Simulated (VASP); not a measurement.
A run of VASP 6.6.1 is set up as follows.

The input POSCAR:

```
Fe
1.0
   -1.4390000000      1.4390000000      1.4390000000
    1.4390000000     -1.4390000000      1.4390000000
    1.4390000000      1.4390000000     -1.4390000000
Fe
1
Direct
    0.0000000000      0.0000000000      0.0000000000
```

Contents of INCAR.step1:

```
SYSTEM = Fe
PREC = Accurate
ENCUT = 520
ISMEAR = 0
SIGMA = 0.1
LREAL = .False.
LASPH = .True.
NELM = 150
ISPIN = 2
MAGMOM = 0.4
LMAXMIX = 4
NBANDS = 14
GGA = PE
ALGO = Normal
EDIFF = 1E-4
LWAVE = .True.
LCHARG = .False.
```

The input INCAR.step2:

```
SYSTEM = Fe
PREC = Accurate
ENCUT = 520
EDIFF = 1E-6
ISMEAR = 0
SIGMA = 0.1
LREAL = .False.
LASPH = .True.
NELM = 150
ALGO = Normal
ISIF = 2
LWAVE = .False.
LCHARG = .False.
ISPIN = 2
MAGMOM = 0.4
LORBIT = 11
LMAXMIX = 4
METAGGA = R2SCAN
LMIXTAU = .True.
NBANDS = 14
ISTART = 1
```

KPOINTS

```
Automatic mesh
0
Gamma
  13 13 13
  0 0 0
```

Potentials or basis: VASP PAW PBE potentials, release 64 (Fe).

Command:

```sh
$ cat potpaw_PBE.64/Fe/POTCAR > POTCAR
$ cp INCAR.step1 INCAR
$ mpirun -np 1 vasp_std > vasp.out
$ cp INCAR.step2 INCAR
$ mpirun -np 1 vasp_std > vasp.out
```

Problem. Predict the site moments.

Solution. Fe +2.72 μB.

Problem. Predict the pressure.

Solution. -2.9 GPa.

Problem. What does it give for the net moment?

Solution. 2.65 μB per cell.

Caveat: the PAW data sets were made with another functional, which shifts forces and pressure a little.
